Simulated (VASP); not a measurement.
# Mg3H3O4 (a cell with a defect) in VASP: further runs, part 2 of 2

VASP 6.6.1. The steps go on from the part before.

## 3. Single point, PBEsol (atoms taken out, then relaxed in part)

Contents of INCAR:

```
PREC = Accurate
ENCUT = 520
EDIFF = 1E-6
ISMEAR = 0
SIGMA = 0.05
LREAL = F
LASPH = T
NELM = 120
ALGO = Normal
ISIF = 2
LWAVE = F
LCHARG = F
GGA = PS
NELECT = 64.0
NBANDS = 49
GGA_COMPAT = F
```

Contents of KPOINTS:

```
Automatic mesh
0
Gamma
  6 6 4
```

Contents of POSCAR:

```
Mg3H3O4
1.0
    4.5975141488     -2.6543760314      0.0000000000
    0.0000000000      5.3087520628      0.0000000000
    0.0000000000      0.0000000000      7.2844478007
Mg H O
6 6 8
Direct
    0.3637232061      0.3333333333      0.8475073733
    0.0000000000      0.6970565394      0.8475073733
    0.6362767939      0.9696101273      0.8475073733
    0.0000000000      0.3333333333      0.1325207935
    0.6666666667      0.6666666667      0.1851980784
    0.3333333333      1.0000000000      0.1851980784
    0.0000000000      0.3333333333      0.3760694712
    0.6666666667      0.6666666667      0.5596970476
    0.3333333333      1.0000000000      0.5596970476
    0.3363444632      0.3333333333      0.4614913328
    0.0000000000      0.6696777965      0.4614913328
    0.6636555368      0.9969888701      0.4614913328
    0.6666666667      0.6666666667      0.6930183011
    0.3333333333      1.0000000000      0.6930183011
    0.2900574077      0.3333333333      0.3316483590
    0.0000000000      0.6233907410      0.3316483590
    0.7099425923      1.0432759257      0.3316483590
    0.6726847467      0.3333333333      0.0015777134
    0.3273152533      0.6606485866      0.0015777134
    0.0000000000      0.0060180800      0.0015777134
```

Potentials or basis: VASP PAW PBE potentials, release 64 (Mg, H, O).

Command:

```bash
cat potpaw_PBE.64/Mg/POTCAR potpaw_PBE.64/H/POTCAR potpaw_PBE.64/O/POTCAR > POTCAR
mpirun -np 1 vasp_std > vasp.out
```

OUTCAR:

```text
PREC = Accurate
   ENCUT = 520
   EDIFF = 1E-6
   ISMEAR = 0
   LREAL = F
   LASPH = T
   NELM = 120
   ISIF = 2
   GGA = PS
   NELECT = 64.0

 ion  position               nearest neighbor table
   1  0.364  0.333  0.848-  18 1.99  14 2.03  13 2.03  19 2.16  20 2.16   4 2.84   3 2.94   2 2.94
                             2 2.94   3 2.94   6 2.99   5 2.99   2 3.34   3 3.34
   2  0.000  0.697  0.848-  20 1.99  14 2.03  13 2.03  19 2.16  18 2.16   4 2.84   3 2.94   1 2.94
                             1 2.94   3 2.94   5 2.99   6 2.99   3 3.34   1 3.34
   3  0.636  0.970  0.848-  19 1.99  14 2.03  13 2.03  18 2.16  20 2.16   4 2.84   1 2.94   2 2.94
                             2 2.94   1 2.94   6 2.99   5 2.99   2 3.34   1 3.34
   4  0.000  0.333  0.133-   7 1.77  20 1.98  19 1.98  18 1.98  17 2.12  16 2.12  15 2.12   3 2.84
[... 1385 lines left out ...]
  external PRESSURE =    -128.6354381 kB  Pullay stress =       0.0000000 kB

 VOLUME and BASIS-vectors are now :
 -----------------------------------------------------------------------------
  energy-cutoff  :      520.00
  volume of cell :      177.79
      direct lattice vectors                 reciprocal lattice vectors
     4.597514149 -2.654376031  0.000000000     0.217508847  0.000000000  0.000000000
     0.000000000  5.308752063  0.000000000     0.108754423  0.188368187  0.000000000
     0.000000000  0.000000000  7.284447801     0.000000000  0.000000000  0.137278765

 POSITION                                       TOTAL-FORCE (eV/Angst)
 -----------------------------------------------------------------------------------
      1.67222      0.80413      6.17362         0.015480     -0.008938      0.025158
      0.00000      3.70050      6.17362        -0.000000      0.017875      0.025158
      2.92529      3.45850      6.17362        -0.015480     -0.008938      0.025158
      0.00000      1.76958      0.96534        -0.000000     -0.000000      0.004964
      3.06501      1.76958      1.34907        -0.000000     -0.000000     -0.014226
      1.53250     -0.88479      1.34907        -0.000000     -0.000000     -0.014226
[... 12 lines left out ...]
      1.50484      2.63840      0.01149        -0.002395     -0.001383     -0.006911
      0.00000      0.03195      0.01149        -0.000000      0.002766     -0.006911
 -----------------------------------------------------------------------------------
    total drift:                                0.000002      0.000107     -0.003527

  FREE ENERGIE OF THE ION-ELECTRON SYSTEM (eV)
  ---------------------------------------------------
  free  energy   TOTEN  =      -114.8571305011 eV

  energy  without entropy=     -114.8571305011  energy(sigma->0) =     -114.85713050
```

OSZICAR:

```text
N       E                     dE             d eps       ncg     rms          rms(c)
DAV:   1     0.309703862338E+03    0.30970E+03   -0.30373E+04  2352   0.117E+03
DAV:   2    -0.983534072508E+02   -0.40806E+03   -0.38961E+03  3018   0.260E+02
DAV:   3    -0.125571563244E+03   -0.27218E+02   -0.27037E+02  2960   0.693E+01
DAV:   4    -0.125828296631E+03   -0.25673E+00   -0.25639E+00  2808   0.754E+00
DAV:   5    -0.125830816598E+03   -0.25200E-02   -0.25191E-02  2888   0.730E-01    0.191E+01
DAV:   6    -0.115432079218E+03    0.10399E+02   -0.34650E+01  2795   0.262E+01    0.681E+00
DAV:   7    -0.115109734711E+03    0.32234E+00   -0.10066E+00  2862   0.467E+00    0.434E+00
DAV:   8    -0.114857676037E+03    0.25206E+00   -0.40057E-01  2982   0.416E+00    0.763E-01
DAV:   9    -0.114853307684E+03    0.43684E-02   -0.61176E-02  2960   0.123E+00    0.337E-01
DAV:  10    -0.114854696577E+03   -0.13889E-02   -0.45230E-03  2767   0.316E-01    0.179E-01
DAV:  11    -0.114856846993E+03   -0.21504E-02   -0.36461E-03  2728   0.330E-01    0.737E-02
DAV:  12    -0.114857029898E+03   -0.18291E-03   -0.83738E-04  2799   0.150E-01    0.325E-02
DAV:  13    -0.114857115837E+03   -0.85939E-04   -0.19643E-04  2744   0.724E-02    0.178E-02
DAV:  14    -0.114857130641E+03   -0.14804E-04   -0.27390E-05  2758   0.242E-02    0.708E-03
DAV:  15    -0.114857130501E+03    0.14027E-06   -0.37960E-06  2727   0.140E-02
   1 F= -.11485713E+03 E0= -.11485713E+03  d E =-.117583E-19
```

Wall time 6.4 min (1 thread of Oxide Virtual Turin-like, shared host); peak memory 0.33 GiB.

What came out:

- Free energy: -114.8571 eV
- Largest force: 0.133 eV/Å

Forces in eV/Å, atoms in the order of the input:
```
Mg   0.015 -0.009  0.025
Mg   0.000  0.018  0.025
Mg  -0.015 -0.009  0.025
Mg   0.000  0.000  0.005
Mg   0.000  0.000 -0.014
Mg   0.000  0.000 -0.014
H    0.000  0.000  0.011
H    0.000  0.000 -0.133
H    0.000  0.000 -0.133
H    0.023 -0.013  0.125
H    0.000  0.027  0.125
H   -0.023 -0.013  0.125
O    0.000  0.000  0.120
O    0.000  0.000  0.120
O   -0.011  0.006 -0.131
O    0.000 -0.012 -0.131
O    0.011  0.006 -0.131
O    0.002 -0.001 -0.007
O   -0.002 -0.001 -0.007
O    0.000  0.003 -0.007
```

Caveat: the cell carries a net charge on a neutralising background, which shifts energy and pressure; the cell differs from its parent crystal (atoms taken out, then relaxed in part); the cell is charged against a uniform background, so pressure and absolute levels hang on convention; the PAW data sets were made with another functional, which shifts forces and pressure a little.
